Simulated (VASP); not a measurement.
# CdAuC4N4 (P-43m) in VASP: notebook

Runs on CdAuC4N4. Level: PBE. Tasks: single point.

All numbers are computed with VASP 6.6.1; they aren't measurements. Logs are shortened: lines on timing, memory, paths and dates and some standing lists are left out, and cuts for length are marked.

## 1. The cell of the first run

It takes space group P-43m (No. 215, cubic). Conventional cell: a = 5.980 Å, b = 5.980 Å, c = 5.980 Å, α = 90.00°, β = 90.00°, γ = 90.00°. Within 2.7 Å of Cd (site symmetry -43m) lie 4 C at 2.00 Å. Within 1.6 Å of C (site symmetry 3m) lie 1 N at 1.17 Å. Within 2.7 Å of Au (site symmetry -43m) lie 4 N at 2.01 Å. Within 1.6 Å of N (site symmetry 3m) lie 1 C at 1.17 Å.

## 2. Single point, PBE, collinear spin

INCAR

```
SYSTEM = CdAuC4N4
PREC = Accurate
ENCUT = 520
EDIFF = 1E-6
ISMEAR = 0
SIGMA = 0.1
LREAL = .False.
LASPH = .True.
NELM = 150
ALGO = Normal
ISIF = 2
LWAVE = .False.
LCHARG = .False.
ISPIN = 2
MAGMOM = 0 0 0 0 0 1 0 0 0 0
LORBIT = 11
LMAXMIX = 4
GGA = PE
NBANDS = 44
```

KPOINTS

```
regular mesh
0
Gamma
  4 4 4
  0 0 0
```

POSCAR

```
CdAuC4N4
1.0
    5.9796167400      0.0000000000      0.0000000000
    0.0000000000      5.9796167400      0.0000000000
    0.0000000000      0.0000000000      5.9796167400
Cd C Au N
1 4 1 4
Direct
    0.0000000000      0.0000000000      0.0000000000
    0.1932026600      0.1932026600      0.1932026600
    0.1932026600      0.8067973400      0.8067973400
    0.8067973400      0.1932026600      0.8067973400
    0.8067973400      0.8067973400      0.1932026600
    0.5000000000      0.5000000000      0.5000000000
    0.3061697400      0.3061697400      0.3061697400
    0.3061697400      0.6938302600      0.6938302600
    0.6938302600      0.3061697400      0.6938302600
    0.6938302600      0.6938302600      0.3061697400
```

Potentials or basis: VASP PAW PBE potentials, release 64 (Cd, C, Au, N).

Command:

```sh
cat potpaw_PBE.64/Cd/POTCAR potpaw_PBE.64/C/POTCAR potpaw_PBE.64/Au/POTCAR potpaw_PBE.64/N/POTCAR > POTCAR
mpirun -np 1 vasp_std > vasp.out
```

OUTCAR:

```text
SYSTEM = CdAuC4N4
   PREC = Accurate
   ENCUT = 520
   EDIFF = 1E-6
   ISMEAR = 0
   LREAL = .False.
   LASPH = .True.
   NELM = 150
   ISIF = 2
   ISPIN = 2
   LORBIT = 11
   GGA = PE

 ion  position               nearest neighbor table
   1  0.000  0.000  0.000-   2 2.00   3 2.00   4 2.00   5 2.00
   2  0.193  0.193  0.193-   7 1.17   1 2.00
   3  0.193  0.807  0.807-   8 1.17   1 2.00
   4  0.807  0.193  0.807-   9 1.17   1 2.00
   5  0.807  0.807  0.193-  10 1.17   1 2.00
   6  0.500  0.500  0.500-   7 2.01   8 2.01   9 2.01  10 2.01
   7  0.306  0.306  0.306-   2 1.17   6 2.01
   8  0.306  0.694  0.694-   3 1.17   6 2.01
   9  0.694  0.306  0.694-   4 1.17   6 2.01
  10  0.694  0.694  0.306-   5 1.17   6 2.01

  LATTYP: Found a simple cubic cell.
 ALAT       =     5.9796167400

  Lattice vectors:

 A1 = (   5.9796167400,   0.0000000000,   0.0000000000)
 A2 = (   0.0000000000,   5.9796167400,   0.0000000000)
 A3 = (   0.0000000000,   0.0000000000,   5.9796167400)

Analysis of symmetry for initial positions (statically):
=====================================================================
 Subroutine PRICEL returns:
 Original cell was already a primitive cell.

 Routine SETGRP: Setting up the symmetry group for a
 simple cubic supercell.

 Subroutine GETGRP returns: Found 24 space group operations
 (whereof 24 operations were pure point group operations)
 out of a pool of 48 trial point group operations.

The static configuration has the point symmetry T_d .

Analysis of symmetry for dynamics (positions and initial velocities):
=====================================================================
 Subroutine PRICEL returns:
 Original cell was already a primitive cell.

 Routine SETGRP: Setting up the symmetry group for a
 simple cubic supercell.

 Subroutine GETGRP returns: Found 24 space group operations
 (whereof 24 operations were pure point group operations)
 out of a pool of 48 trial point group operations.

The dynamic configuration has the point symmetry T_d .

Analysis of structural, dynamic, and magnetic symmetry:
=====================================================================
 Subroutine PRICEL returns:
 Original cell was already a primitive cell.

 Routine SETGRP: Setting up the symmetry group for a
 simple cubic supercell.

 Subroutine GETGRP returns: Found 24 space group operations
 (whereof 24 operations were pure point group operations)
 out of a pool of 48 trial point group operations.

The overall configuration has the point symmetry T_d .

[... 149 lines left out ...]

 val. band max:       -1.8076010386   @ k =   0.5000   0.5000   0.2500
 cond. band min:      -1.7332360643   @ k =   0.2500   0.2500   0.2500
 fundamental gap:      0.0743649743
 Fermi energy:        -1.7380150037

 spin component 1

 k-point     1 :       0.0000    0.0000    0.0000
  band No.  band energies     occupation
      1     -18.7636      1.00000
      2     -18.6373      1.00000
      3     -18.6373      1.00000
      4     -18.6373      1.00000
      5     -10.2664      1.00000
      6     -10.2664      1.00000
[... 429 lines left out ...]
     40       6.3364      0.00000
     41       6.3364      0.00000
 Fermi energy:        -1.7380150037

 spin component 2

 k-point     1 :       0.0000    0.0000    0.0000
  band No.  band energies     occupation
      1     -18.6713      1.00000
      2     -18.5443      1.00000
      3     -18.5443      1.00000
      4     -18.5443      1.00000
      5     -10.2083      1.00000
      6     -10.2083      1.00000
[... 429 lines left out ...]
     40       6.3869      0.00000
     41       6.3869      0.00000
 [bands above 41 left out]

------------------------ aborting loop because EDIFF is reached ----------------------------------------

  FORCE on cell =-STRESS in cart. coord.  units (eV):
  Direction    XX          YY          ZZ          XY          YZ          ZX
  --------------------------------------------------------------------------------------
  -------------------------------------------------------------------------------------
  Total       12.4862345     12.4862345     12.4862345     -0.0000000      0.0000000     -0.0000000
  in kB       93.5668528     93.5668528     93.5668528     -0.0000000      0.0000000     -0.0000000
  external PRESSURE =      93.5668528 kB  Pullay stress =       0.0000000 kB

 VOLUME and BASIS-vectors are now :
 -----------------------------------------------------------------------------
  energy-cutoff  :      520.00
  volume of cell :      213.81
      direct lattice vectors                 reciprocal lattice vectors
     5.979616740  0.000000000  0.000000000     0.167234798  0.000000000  0.000000000
     0.000000000  5.979616740  0.000000000     0.000000000  0.167234798  0.000000000
     0.000000000  0.000000000  5.979616740     0.000000000  0.000000000  0.167234798

 POSITION                                       TOTAL-FORCE (eV/Angst)
 -----------------------------------------------------------------------------------
      0.00000      0.00000      0.00000         0.000000     -0.000000     -0.000000
      1.15528      1.15528      1.15528         1.532813      1.532813      1.532813
      1.15528      4.82434      4.82434         1.532813     -1.532813     -1.532813
      4.82434      1.15528      4.82434        -1.532813      1.532813     -1.532813
      4.82434      4.82434      1.15528        -1.532813     -1.532813      1.532813
      2.98981      2.98981      2.98981         0.000000     -0.000000     -0.000000
      1.83078      1.83078      1.83078        -0.888106     -0.888106     -0.888106
      1.83078      4.14884      4.14884        -0.888106      0.888106      0.888106
      4.14884      1.83078      4.14884         0.888106     -0.888106      0.888106
      4.14884      4.14884      1.83078         0.888106      0.888106     -0.888106
 -----------------------------------------------------------------------------------
    total drift:                               -0.000000     -0.000000     -0.000000

  FREE ENERGIE OF THE ION-ELECTRON SYSTEM (eV)
  ---------------------------------------------------
  free  energy   TOTEN  =       -65.1370004715 eV

  energy  without entropy=      -65.1047480154  energy(sigma->0) =      -65.12087424

 total charge

# of ion       s       p       d       tot
------------------------------------------
    1        0.525   0.729   9.498  10.752
    2        0.967   1.633   0.000   2.600
    3        0.967   1.633   0.000   2.600
    4        0.967   1.633   0.000   2.600
    5        0.967   1.633   0.000   2.600
    6        0.517   0.637   8.622   9.775
    7        1.298   2.587   0.000   3.885
    8        1.298   2.587   0.000   3.885
    9        1.298   2.587   0.000   3.885
   10        1.298   2.587   0.000   3.885
--------------------------------------------------
tot         10.104  18.245  18.120  46.469

 magnetization (x)

# of ion       s       p       d       tot
------------------------------------------
    1       -0.001   0.012   0.021   0.031
    2        0.001   0.032   0.000   0.033
    3        0.001   0.032   0.000   0.033
    4        0.001   0.032   0.000   0.033
    5        0.001   0.032   0.000   0.033
    6        0.000   0.045   0.427   0.473
    7        0.007   0.045   0.000   0.053
    8        0.007   0.045   0.000   0.053
    9        0.007   0.045   0.000   0.053
   10        0.007   0.045   0.000   0.053
--------------------------------------------------
tot          0.034   0.366   0.448   0.847
```

OSZICAR:

```text
N       E                     dE             d eps       ncg     rms          rms(c)
DAV:   1     0.380917414200E+03    0.38092E+03   -0.28107E+04  1760   0.118E+03
DAV:   2    -0.415506714279E+02   -0.42247E+03   -0.40877E+03  2140   0.292E+02
DAV:   3    -0.758203721098E+02   -0.34270E+02   -0.33739E+02  2108   0.839E+01
DAV:   4    -0.764553942078E+02   -0.63502E+00   -0.63312E+00  2132   0.128E+01
DAV:   5    -0.764634194958E+02   -0.80253E-02   -0.80236E-02  2172   0.136E+00    0.336E+01
DAV:   6    -0.661794748024E+02    0.10284E+02   -0.31018E+01  2108   0.452E+01    0.336E+01
DAV:   7    -0.653408545643E+02    0.83862E+00   -0.10371E+01  1780   0.208E+01    0.170E+01
DAV:   8    -0.651723513598E+02    0.16850E+00   -0.12000E+00  2160   0.789E+00    0.559E+00
DAV:   9    -0.651363683849E+02    0.35983E-01   -0.16667E-01  2200   0.348E+00    0.164E+00
DAV:  10    -0.651375188437E+02   -0.11505E-02   -0.35926E-02  1916   0.113E+00    0.654E-01
DAV:  11    -0.651369136759E+02    0.60517E-03   -0.29378E-03  2168   0.371E-01    0.402E-01
DAV:  12    -0.651369784706E+02   -0.64795E-04   -0.27066E-03  2072   0.304E-01    0.145E-01
DAV:  13    -0.651369701059E+02    0.83647E-05   -0.36957E-04  2048   0.115E-01    0.551E-02
DAV:  14    -0.651369907502E+02   -0.20644E-04   -0.60898E-05  1908   0.420E-02    0.282E-02
DAV:  15    -0.651369983916E+02   -0.76414E-05   -0.63285E-06  2008   0.146E-02    0.983E-03
DAV:  16    -0.651370002875E+02   -0.18959E-05   -0.28474E-06  1588   0.118E-02    0.386E-03
DAV:  17    -0.651370004715E+02   -0.18394E-06   -0.48639E-07  1312   0.468E-03
   1 F= -.65137000E+02 E0= -.65120874E+02  d E =-.322525E-01  mag=     0.9897
```

stdout:

```text
POSCAR found type information on POSCAR CdC AuN
 POSCAR found :  4 types and      10 ions
 scaLAPACK will be used
 LDA part: xc-table for (Slater+PW92), standard interpolation
 POSCAR, INCAR and KPOINTS ok, starting setup
 FFT: planning ... GRIDC
 FFT: planning ... GRID_SOFT
 FFT: planning ... GRID
 WAVECAR not read
 entering main loop
```

Wall time 2.2 min (1 thread of AMD EPYC 9R45 (Zen 5), shared host); peak memory 0.46 GiB.

Results:

```yaml
Free_energy: -65.1370 eV
Pressure: 9.4 GPa
Largest_force: 2.655 eV/Å
Band_gap_on_the_k_mesh: zero (filled and empty bands overlap)
Net_moment: 0.99 μB per cell
Site_moments: Cd +0.03; C +0.03; Au +0.47; N +0.05 μB
Valence_electrons_inside_the_program's_atomic_spheres: Cd 10.75; C 2.60; Au 9.78; N 3.88
```

Forces in eV/Å, atoms in the order of the input:
```
Cd   0.000  0.000  0.000
C    1.533  1.533  1.533
C    1.533 -1.533 -1.533
C   -1.533  1.533 -1.533
C   -1.533 -1.533  1.533
Au   0.000  0.000  0.000
N   -0.888 -0.888 -0.888
N   -0.888  0.888  0.888
N    0.888 -0.888  0.888
N    0.888  0.888 -0.888
```

Caveat: the cell stands under pressure; spin-orbit coupling is left out, which moves the levels of the heavy elements; forces of over 1 eV/Å act on the atoms, so gaps and moduli don't describe the material at rest.

## 3. Single point, PBE, collinear spin

This run uses another cell than the first one, of 25.93 Å³/atom.

INCAR

```
SYSTEM = CdAuC4N4
ALGO = Normal
EDIFF = 1E-6
ENCUT = 520
GGA = PE
ISIF = 2
ISMEAR = 0
ISPIN = 2
LASPH = .TRUE.
LCHARG = .TRUE.
LELF = .TRUE.
LMAXMIX = 4
LORBIT = 11
LREAL = .FALSE.
LVHAR = .TRUE.
LWAVE = .FALSE.
MAGMOM = 0 0 0 0 0 1 0 0 0 0
NBANDS = 44
NELM = 150
PREC = Accurate
SIGMA = 0.1
```

KPOINTS

```
k-points
0
G
  4 4 4
  0 0 0
```

POSCAR

```
CdAuC4N4
1.0
    6.3767535282      0.0000000000      0.0000000000
    0.0000000000      6.3767535282      0.0000000000
    0.0000000000      0.0000000000      6.3767535282
Cd C Au N
1 4 1 4
Direct
    0.0000000000      0.0000000000      0.0000000000
    0.2008637888      0.2008637888      0.2008637888
    0.2008637888      0.7991362112      0.7991362112
    0.7991362112      0.2008637888      0.7991362112
    0.7991362112      0.7991362112      0.2008637888
    0.5000000000      0.5000000000      0.5000000000
    0.3064389680      0.3064389680      0.3064389680
    0.3064389680      0.6935610320      0.6935610320
    0.6935610320      0.3064389680      0.6935610320
    0.6935610320      0.6935610320      0.3064389680
```

Potentials or basis: VASP PAW PBE potentials, release 64 (Cd, C, Au, N).

Command:

```sh
cat potpaw_PBE.64/Cd/POTCAR potpaw_PBE.64/C/POTCAR potpaw_PBE.64/Au/POTCAR potpaw_PBE.64/N/POTCAR > POTCAR
mpirun -np 1 vasp_std > vasp.out
```

OUTCAR:

```text
SYSTEM = CdAuC4N4
   EDIFF = 1E-6
   ENCUT = 520
   GGA = PE
   ISIF = 2
   ISMEAR = 0
   ISPIN = 2
   LASPH = .TRUE.
   LORBIT = 11
   LREAL = .FALSE.
   NELM = 150
   PREC = Accurate

 ion  position               nearest neighbor table
   1  0.000  0.000  0.000-   2 2.22   3 2.22   4 2.22   5 2.22
   2  0.201  0.201  0.201-   7 1.17   1 2.22
   3  0.201  0.799  0.799-   8 1.17   1 2.22
   4  0.799  0.201  0.799-   9 1.17   1 2.22
   5  0.799  0.799  0.201-  10 1.17   1 2.22
   6  0.500  0.500  0.500-   7 2.14   8 2.14   9 2.14  10 2.14
   7  0.306  0.306  0.306-   2 1.17   6 2.14
   8  0.306  0.694  0.694-   3 1.17   6 2.14
   9  0.694  0.306  0.694-   4 1.17   6 2.14
  10  0.694  0.694  0.306-   5 1.17   6 2.14

  LATTYP: Found a simple cubic cell.
 ALAT       =     6.3767535282

  Lattice vectors:

 A1 = (   6.3767535282,   0.0000000000,   0.0000000000)
 A2 = (   0.0000000000,   6.3767535282,   0.0000000000)
 A3 = (   0.0000000000,   0.0000000000,   6.3767535282)

[... 1095 lines left out ...]
  energy-cutoff  :      520.00
  volume of cell :      259.30
      direct lattice vectors                 reciprocal lattice vectors
     6.376753528  0.000000000  0.000000000     0.156819610  0.000000000  0.000000000
     0.000000000  6.376753528  0.000000000     0.000000000  0.156819610  0.000000000
     0.000000000  0.000000000  6.376753528     0.000000000  0.000000000  0.156819610

 POSITION                                       TOTAL-FORCE (eV/Angst)
 -----------------------------------------------------------------------------------
      0.00000      0.00000      0.00000         0.000000     -0.000000      0.000000
      1.28086      1.28086      1.28086        -0.204825     -0.204825     -0.204825
      1.28086      5.09589      5.09589        -0.204825      0.204825      0.204825
      5.09589      1.28086      5.09589         0.204825     -0.204825      0.204825
      5.09589      5.09589      1.28086         0.204825      0.204825     -0.204825
      3.18838      3.18838      3.18838         0.000000     -0.000000     -0.000000
      1.95409      1.95409      1.95409         0.238859      0.238859      0.238859
      1.95409      4.42267      4.42267         0.238859     -0.238859     -0.238859
      4.42267      1.95409      4.42267        -0.238859      0.238859     -0.238859
      4.42267      4.42267      1.95409        -0.238859     -0.238859      0.238859
 -----------------------------------------------------------------------------------
    total drift:                               -0.000000     -0.000000     -0.000000

  FREE ENERGIE OF THE ION-ELECTRON SYSTEM (eV)
  ---------------------------------------------------
  free  energy   TOTEN  =       -66.6470428288 eV

  energy  without entropy=      -66.5971063289  energy(sigma->0) =      -66.62207458

 total charge

# of ion       s       p       d       tot
------------------------------------------
    1        0.403   0.413   9.532  10.348
    2        0.963   1.604   0.000   2.566
    3        0.963   1.604   0.000   2.566
    4        0.963   1.604   0.000   2.566
    5        0.963   1.604   0.000   2.566
    6        0.429   0.422   8.629   9.480
    7        1.299   2.566   0.000   3.866
    8        1.299   2.566   0.000   3.866
    9        1.299   2.566   0.000   3.866
   10        1.299   2.566   0.000   3.866
--------------------------------------------------
tot          9.879  17.517  18.161  45.557

 magnetization (x)

# of ion       s       p       d       tot
------------------------------------------
    1       -0.001   0.007   0.011   0.017
    2        0.001   0.028   0.000   0.028
    3        0.001   0.028   0.000   0.028
    4        0.001   0.028   0.000   0.028
    5        0.001   0.028   0.000   0.028
    6        0.000   0.030   0.487   0.518
    7        0.007   0.047   0.000   0.054
    8        0.007   0.047   0.000   0.054
    9        0.007   0.047   0.000   0.054
   10        0.007   0.047   0.000   0.054
--------------------------------------------------
tot          0.032   0.335   0.497   0.864
```

OSZICAR:

```text
N       E                     dE             d eps       ncg     rms          rms(c)
DAV:   1     0.377558721208E+03    0.37756E+03   -0.26720E+04  1760   0.114E+03
DAV:   2    -0.379344565862E+02   -0.41549E+03   -0.40071E+03  2220   0.277E+02
DAV:   3    -0.768328567412E+02   -0.38898E+02   -0.38310E+02  2136   0.853E+01
DAV:   4    -0.776198687990E+02   -0.78701E+00   -0.78370E+00  2152   0.139E+01
DAV:   5    -0.776295826699E+02   -0.97139E-02   -0.97124E-02  2068   0.147E+00    0.241E+01
DAV:   6    -0.671927801416E+02    0.10437E+02   -0.28046E+01  2144   0.392E+01    0.228E+01
DAV:   7    -0.667771436519E+02    0.41564E+00   -0.78506E+00  1860   0.169E+01    0.117E+01
DAV:   8    -0.666505150019E+02    0.12663E+00   -0.73028E-01  2188   0.524E+00    0.470E+00
DAV:   9    -0.666448420021E+02    0.56730E-02   -0.76711E-02  1972   0.195E+00    0.154E+00
DAV:  10    -0.666469662157E+02   -0.21242E-02   -0.15726E-02  1952   0.678E-01    0.505E-01
DAV:  11    -0.666467731960E+02    0.19302E-03   -0.30138E-03  2132   0.347E-01    0.266E-01
DAV:  12    -0.666469867428E+02   -0.21355E-03   -0.86513E-04  1872   0.191E-01    0.102E-01
DAV:  13    -0.666470201117E+02   -0.33369E-04   -0.13271E-04  1956   0.662E-02    0.463E-02
DAV:  14    -0.666470377248E+02   -0.17613E-04   -0.32286E-05  1888   0.305E-02    0.198E-02
DAV:  15    -0.666470420405E+02   -0.43157E-05   -0.40266E-06  1944   0.132E-02    0.577E-03
DAV:  16    -0.666470428288E+02   -0.78833E-06   -0.11453E-06  1384   0.721E-03
   1 F= -.66647043E+02 E0= -.66622075E+02  d E =-.499365E-01  mag=     0.9997
```

stdout:

```text
POSCAR found type information on POSCAR CdC AuN
 POSCAR found :  4 types and      10 ions
 scaLAPACK will be used
 LDA part: xc-table for (Slater+PW92), standard interpolation
 POSCAR, INCAR and KPOINTS ok, starting setup
 FFT: planning ... GRIDC
 FFT: planning ... GRID_SOFT
 FFT: planning ... GRID
 WAVECAR not read
 entering main loop
```

Wall time 2.4 min (1 thread of AMD EPYC 9R45 (Zen 5), shared host); peak memory 0.48 GiB.

What came out:

```yaml
Free_energy: -66.6470 eV
Pressure: 0.5 GPa
Largest_force: 0.414 eV/Å
Band_gap_on_the_k_mesh: zero (filled and empty bands overlap)
Net_moment: 1.00 μB per cell
Site_moments: Cd +0.02; C +0.03; Au +0.52; N +0.05 μB
Valence_electrons_inside_the_program's_atomic_spheres: Cd 10.35; C 2.57; Au 9.48; N 3.87
```

Forces in eV/Å, atoms in the order of the input:
```
Cd   0.000  0.000  0.000
C   -0.205 -0.205 -0.205
C   -0.205  0.205  0.205
C    0.205 -0.205  0.205
C    0.205  0.205 -0.205
Au   0.000  0.000  0.000
N    0.239  0.239  0.239
N    0.239 -0.239 -0.239
N   -0.239  0.239 -0.239
N   -0.239 -0.239  0.239
```

Caveat: spin-orbit coupling is left out, which moves the levels of the heavy elements.

The gap in the log of VASP goes by the Fermi energy; the results here count the filled bands.